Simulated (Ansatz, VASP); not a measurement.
# SnO: VASP beside Ansatz

```xyz
2
Lattice="0.0000 2.5728 2.5728 2.5728 0.0000 2.5728 2.5728 2.5728 0.0000" Properties=species:S:1:pos:R:3 pbc="T T T"
Sn    0.0000    0.0000    0.0000
O     1.2864    1.2864    1.2864
```

Change from the starting cell: hydrostatic strain -5.0%.

Alike in both runs: task single point; functional PBE; k mesh 8 × 8 × 8; occupations fermi-dirac, width 0.02 eV; no spin polarisation.

```csv
,VASP,Ansatz
version,VASP 6.6.1,Ansatz 0.2.0
potentials or method,"VASP PAW PBE potentials, release 64 (Sn_d, O)","plane waves, PAW"
plane-wave cutoff (eV),520,420
valence electrons in the cell,20,20
```

Ansatz gave:

```
pressure (GPa) : 15.7
```

Q: Estimate VASP's values.

A: Pressure (GPa): 15.9.
